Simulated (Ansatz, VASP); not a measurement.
One calculation of C, two programs

Contents of INCAR:

```
PREC     = Accurate       # precision mode
ENCUT    = 520            # plane-wave cutoff, eV
EDIFF    = 1E-7           # SCF threshold, eV
ISMEAR   = 0              # smearing method
SIGMA    = 0.05           # smearing width, eV
LREAL    = False          # projectors in reciprocal space
LASPH    = True           # aspherical terms in the spheres
NELM     = 80             # most SCF steps
ALGO     = Normal         # electronic algorithm
ISIF     = 2              # what is computed and relaxed
LWAVE    = False          # write WAVECAR
LCHARG   = True           # write CHGCAR
GGA      = PS             # functional
IVDW     = 12             # dispersion correction
LELF     = True           # ELF
LVHAR    = True         
NBANDS   = 11             # bands
```

Contents of KPOINTS:

```
regular mesh
0
Gamma
  15 15 15
```

POSCAR

```
C
1.0
    1.1984022992      0.6918978901      3.2014767339
   -1.1984022992      0.6918978901      3.2014767339
    0.0000000000     -1.3837957801      3.2014767339
C
2
Direct
    0.1584476895      0.1747193539      0.1665835217
    0.8415523105      0.8252806461      0.8334164783
```

Input for Ansatz:

```yaml
crystal:
  lattice:
    - [1.1984022992, 0.6918978901, 3.2014767339]
    - [-1.1984022992, 0.6918978901, 3.2014767339]
    - [0.0, -1.3837957801, 3.2014767339]
  atoms:
    - { symbol: C, position: [0.1584476895, 0.1747193539, 0.1665835217] }
    - { symbol: C, position: [0.8415523105, 0.8252806461, 0.8334164783] }
basis:
  ecutwfc: 520.0
kpoints:
  mp_grid: { grid: [15, 15, 15] }
hamiltonian:
  xc: pbesol
  dispersion: d3bj
scf:
  occupations: { method: gaussian, width: 0.05 }
output:
  forces: true
  stress: true
  eigenvalues: true
```

Change from the starting cell: mode 5 frozen in at -0.020 Å, equal normal strain along x, y and z -0.0250.

Alike in both runs: task single point; functional PBEsol; dispersion D3(BJ); k mesh 15 × 15 × 15; occupations gaussian, width 0.05 eV; no spin polarisation.

|  | VASP | Ansatz |
| --- | --- | --- |
| version | VASP 6.6.1 | Ansatz 0.2.0 |
| potentials or method | VASP PAW PBE potentials, release 64 (C), cutoff 520 eV | scalar-relativistic, plane waves, PAW |
| valence electrons in the cell | 8 | 8 |

|  | VASP | Ansatz | Ansatz less VASP |
| --- | --- | --- | --- |
| gap on the k mesh at the Fermi level (eV) | 0.30 | 0.30 | -0.001 |
| least direct gap on the mesh (eV) | 0.30 | 0.30 | -0.001 |
| pressure (GPa) | 28.2 | 27.5 | -0.76 |
| traceless stress, the component that is largest in VASP (GPa) | -27.22 | -26.37 | +0.846 |
| rms of the force components (eV/Å) | 1.504 | 1.504 | -0.0005 |

VASP's potentials were made for PBE, not for PBEsol. Atom by atom the forces differ by 0.001 eV/Å (rms over components).
